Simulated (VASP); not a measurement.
# Al2BP3 (P4/mmm) in VASP: further runs, part 2 of 2

VASP 6.6.1. Earlier steps stand in the parts before.

**3. Single point, PBE**

This run uses another cell than the first one, of 15.44 Å³/atom, 1.162 times its volume.

Input file INCAR:

```
SYSTEM = Al2BP3
ALGO = Normal ; EDIFF = 1E-6
ENCUT = 520 ; GGA = PE
ISIF = 2 ; ISMEAR = 0
LASPH = .TRUE. ; LCHARG = .FALSE.
LREAL = .FALSE. ; LWAVE = .FALSE.
NBANDS = 21 ; NELM = 80
PREC = Accurate ; SIGMA = 0.1
```

Input file KPOINTS:

```
k-points
0
G
  6 6 2
  0 0 0
```

Input file POSCAR:

```
Al2BP3
1.0
    3.1151694300      0.0000000000      0.0000000000
    0.0000000000      3.1151694300      0.0000000000
    0.0000000000      0.0000000000      9.5480958300
Al B P
2 1 3
Direct
    0.0000000000      0.0000000000      0.3392778000
    0.0000000000      0.0000000000      0.6607222000
    0.0000000000      0.0000000000      0.0000000000
    0.5000000000      0.5000000000      0.1817286000
    0.5000000000      0.5000000000      0.5000000000
    0.5000000000      0.5000000000      0.8182714000
```

Potentials or basis: VASP PAW PBE potentials, release 64 (Al, B, P).

Command:

```sh
$ cat potpaw_PBE.64/Al/POTCAR potpaw_PBE.64/B/POTCAR potpaw_PBE.64/P/POTCAR > POTCAR
$ mpirun -np 1 vasp_std > vasp.out
```

It took 14 s on 1 thread of Intel Xeon Platinum 8559C (Emerald Rapids), shared host; peak memory 0.2 GiB.

It converged, with:

- Free energy: -25.8385 eV
- Pressure: -7.3 GPa
- Largest force: 0.798 eV/Å
- Band gap on the k mesh: zero (band 12 reaches 8.68 eV, above the bottom of band 13 at 5.53 eV)

Forces on the atoms (eV/Å):
```
Al   0.000  0.000 -0.493
Al   0.000  0.000  0.493
B    0.000  0.000  0.000
P    0.000  0.000 -0.798
P    0.000  0.000  0.000
P    0.000  0.000  0.798
```

Stress tensor (GPa, compression positive):
```
-6.80  0.00  0.00
 0.00 -6.80  0.00
 0.00  0.00 -8.20
```

Levels at points of the mesh, in eV from the Fermi level:
| k point | band 9 | band 10 | band 11 | band 12 | band 13 | band 14 | band 15 | band 16 |
| --- | --- | --- | --- | --- | --- | --- | --- | --- |
| (0.00, 0.00, 0.00) | -0.42 | 0.53 | 0.53 | 0.64 | 0.64 | 2.19 | 2.63 | 3.14 |
| (0.50, 0.00, 0.00) | -2.95 | -1.77 | 1.00 | 1.11 | 2.09 | 2.40 | 2.92 | 3.36 |
| (0.50, 0.50, 0.00) | -4.15 | -4.15 | -3.05 | -2.52 | -1.89 | -1.24 | 0.28 | 0.28 |
| (0.00, 0.00, 0.50) | -0.02 | -0.02 | 1.07 | 1.26 | 1.26 | 1.62 | 3.18 | 3.25 |
| (0.50, 0.00, 0.50) | -1.42 | -1.38 | 0.53 | 0.92 | 1.03 | 1.90 | 2.59 | 3.55 |
| (0.50, 0.50, 0.50) | -3.45 | -3.39 | -3.39 | -3.18 | -0.94 | -0.94 | -0.89 | -0.25 |

**4. Single point, PBE**

This run uses another cell than the first one, of 13.34 Å³/atom, 1.004 times its volume.

Input file INCAR:

```
PREC = Accurate
ENCUT = 520
EDIFF = 1E-7
ISMEAR = 0
SIGMA = 0.1
LREAL = F
LASPH = T
NELM = 80
ALGO = Normal
ISIF = 2
LWAVE = F
LCHARG = F
GGA = PE
NBANDS = 21
```

Input file KPOINTS:

```
regular mesh
0
Gamma
  12 12 4
```

Input file POSCAR:

```
Al2BP3
1.0
    2.9711563324      0.0000000000      0.0000000000
    0.0000000000      2.9711563324      0.0000000000
    0.0000000000      0.0000000000      9.0664776105
Al B P
2 1 3
Direct
    0.0000000000      0.0000000000      0.3237544672
    0.0000000000      0.0000000000      0.6762455328
    0.0000000000      0.0000000000      0.0000000000
    0.5000000000      0.5000000000      0.1252433276
    0.5000000000      0.5000000000      0.5000000000
    0.5000000000      0.5000000000      0.8747566724
```

Potentials or basis: VASP PAW PBE potentials, release 64 (Al, B, P).

Command:

```sh
$ cat potpaw_PBE.64/Al/POTCAR potpaw_PBE.64/B/POTCAR potpaw_PBE.64/P/POTCAR > POTCAR
$ mpirun -np 1 vasp_std > vasp.out
```

OUTCAR:

```text
PREC = Accurate
   ENCUT = 520
   EDIFF = 1E-7
   ISMEAR = 0
   LREAL = F
   LASPH = T
   NELM = 80
   ISIF = 2
   GGA = PE

 ion  position               nearest neighbor table
   1  0.000  0.000  0.324-   5 2.64   5 2.64   5 2.64   5 2.64   4 2.77   4 2.77   4 2.77   4 2.77
                             2 3.20
   2  0.000  0.000  0.676-   5 2.64   5 2.64   5 2.64   5 2.64   6 2.77   6 2.77   6 2.77   6 2.77
                             1 3.20
   3  0.000  0.000  0.000-   4 2.39   6 2.39   4 2.39   6 2.39   4 2.39   6 2.39   4 2.39   6 2.39

[... 791 lines left out ...]
  Total       -0.0526981     -0.0526981     -0.1174885      0.0000000      0.0000000     -0.0000000
  in kB       -1.0549116     -1.0549116     -2.3518860      0.0000000      0.0000000     -0.0000000
  external PRESSURE =      -1.4872364 kB  Pullay stress =       0.0000000 kB

 VOLUME and BASIS-vectors are now :
 -----------------------------------------------------------------------------
  energy-cutoff  :      520.00
  volume of cell :       80.04
      direct lattice vectors                 reciprocal lattice vectors
     2.971156332  0.000000000  0.000000000     0.336569298  0.000000000  0.000000000
     0.000000000  2.971156332  0.000000000     0.000000000  0.336569298  0.000000000
     0.000000000  0.000000000  9.066477610     0.000000000  0.000000000  0.110296418

 POSITION                                       TOTAL-FORCE (eV/Angst)
 -----------------------------------------------------------------------------------
      0.00000      0.00000      2.93531        -0.000000      0.000000      0.001831
      0.00000      0.00000      6.13116         0.000000     -0.000000     -0.001831
      0.00000      0.00000      0.00000         0.000000     -0.000000      0.000000
      1.48558      1.48558      1.13552         0.000000     -0.000000     -0.039472
      1.48558      1.48558      4.53324         0.000000     -0.000000      0.000000
      1.48558      1.48558      7.93096         0.000000      0.000000      0.039472
 -----------------------------------------------------------------------------------
    total drift:                               -0.000000     -0.000000      0.000000

  FREE ENERGIE OF THE ION-ELECTRON SYSTEM (eV)
  ---------------------------------------------------
  free  energy   TOTEN  =       -27.1008678115 eV

  energy  without entropy=      -27.0920218705  energy(sigma->0) =      -27.09644484
```

OSZICAR:

```text
N       E                     dE             d eps       ncg     rms          rms(c)
DAV:   1     0.527212344936E+02    0.52721E+02   -0.10198E+04  3528   0.100E+03
DAV:   2    -0.233547056195E+02   -0.76076E+02   -0.72632E+02  4477   0.150E+02
DAV:   3    -0.273426885796E+02   -0.39880E+01   -0.38758E+01  4656   0.312E+01
DAV:   4    -0.273819113556E+02   -0.39223E-01   -0.39183E-01  4354   0.356E+00
DAV:   5    -0.273823019463E+02   -0.39059E-03   -0.39054E-03  4529   0.360E-01    0.869E+00
DAV:   6    -0.271333102331E+02    0.24899E+00   -0.64938E-01  4182   0.327E+00    0.507E+00
DAV:   7    -0.271081411200E+02    0.25169E-01   -0.17042E-01  4420   0.186E+00    0.130E+00
DAV:   8    -0.271016208119E+02    0.65203E-02   -0.38428E-02  4534   0.884E-01    0.280E-01
DAV:   9    -0.271009151641E+02    0.70565E-03   -0.48946E-03  4448   0.349E-01    0.141E-01
DAV:  10    -0.271008673631E+02    0.47801E-04   -0.11341E-03  4180   0.161E-01    0.595E-02
DAV:  11    -0.271008678522E+02   -0.48907E-06   -0.53952E-05  4247   0.396E-02    0.353E-02
DAV:  12    -0.271008685852E+02   -0.73297E-06   -0.58475E-06  4439   0.133E-02    0.968E-03
DAV:  13    -0.271008678069E+02    0.77826E-06   -0.20311E-06  4244   0.586E-03    0.425E-03
DAV:  14    -0.271008678115E+02   -0.45811E-08   -0.29524E-07  3828   0.253E-03
   1 F= -.27100868E+02 E0= -.27096445E+02  d E =-.884594E-02
```

It took 48 s on 1 thread of Intel Xeon Platinum 8559C (Emerald Rapids), shared host; peak memory 0.27 GiB.

Results:

| Item | Value |
| --- | --- |
| Free energy | -27.1009 eV |
| Pressure | -0.1 GPa |
| Largest force | 0.039 eV/Å |
| Band gap on the k mesh | zero (band 12 reaches 11.30 eV, above the bottom of band 13 at 6.89 eV) |

Forces in eV/Å, atoms in the order of the input:
```
Al   0.000  0.000  0.002
Al   0.000  0.000 -0.002
B    0.000  0.000  0.000
P    0.000  0.000 -0.039
P    0.000  0.000  0.000
P    0.000  0.000  0.039
```

**5. Summary**

| cell | k mesh | gap on the mesh (eV) | pressure (GPa) | largest force (eV/Å) |
| --- | --- | --- | --- | --- |
| a = 3.013, b = 3.013, c = 8.783 Å, 6 atoms | 6 × 6 × 2 | none | -0.2 | 0.08 |
| a = 3.115, b = 3.115, c = 9.548 Å, 6 atoms | 6 × 6 × 2 | none | -7.3 | 0.80 |
| a = 2.971, b = 2.971, c = 9.066 Å, 6 atoms | 12 × 12 × 4 | none | -0.1 | 0.04 |

Alike in all rows: task single point; level PBE; potentials or basis VASP PAW PBE potentials, release 64 (Al, B, P); no spin polarisation; cutoff (eV) 520; smearing gaussian 0.1 eV.

Total energies depend on the potentials used, so only differences within one code and one set of settings carry meaning.
